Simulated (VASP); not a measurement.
Write the native input for VASP 6.6.1 that does the following.

```yaml
Task: single point
Functional: PBE
Potentials_or_basis: VASP PAW PBE potentials, release 64 (Sc_sv, Al)
Cutoff: 520 eV
k_mesh: 12 × 12 × 12
Occupations: gaussian, width 0.1 eV
Spin: no spin polarisation
Dipole_correction: no
Further_INCAR_settings: ALGO = Fast; EDIFF = 1e-07; NBANDS = 18
```

The structure of ScAl3 lies in POSCAR:

```
ScAl3
1.0
    4.2695438200      0.0000000000      0.0000000000
    0.0000000000      4.2695438200      0.0000000000
    0.0000000000      0.0000000000      4.0068026618
Sc Al
1 3
Direct
    0.0000000000      0.0000000000      0.0000000000
    0.5000000000      0.0000000000      0.5000000000
    0.0000000000      0.5000000000      0.5000000000
    0.5000000000      0.5000000000      0.0000000000
```

This cell differs from its parent crystal: biaxial strain in the a-b plane: +4.0 %.

These files were run (other wordings do the same):

INCAR

```
SYSTEM = ScAl3
ALGO = Fast
EDIFF = 1E-7
ENCUT = 520
GGA = PE
ISIF = 2
ISMEAR = 0
LASPH = .TRUE.
LCHARG = .FALSE.
LREAL = .FALSE.
LWAVE = .FALSE.
NBANDS = 18
NELM = 100
PREC = Accurate
SIGMA = 0.1
```

KPOINTS

```
k-points
0
G
  12 12 12
  0 0 0
```

Potentials or basis: VASP PAW PBE potentials, release 64 (Sc_sv, Al).

Launch:

```console
$ cat potpaw_PBE.64/Sc_sv/POTCAR potpaw_PBE.64/Al/POTCAR > POTCAR
$ mpirun -np 1 vasp_std > vasp.out
```

Results of the run:

```
Pressure               : -3.9 GPa
Band gap on the k mesh : zero (bands 10 and 11 overlap by 3.39 eV)
```

Caveat: the cell differs from its parent crystal (biaxial strain in the a-b plane: +4.0 %); the stress differs along the axes, from -6 to 1 GPa.

Run time: 9.7 min on 1 thread of AMD EPYC 7R13, with other jobs on the host, peak memory 0.33 GiB.
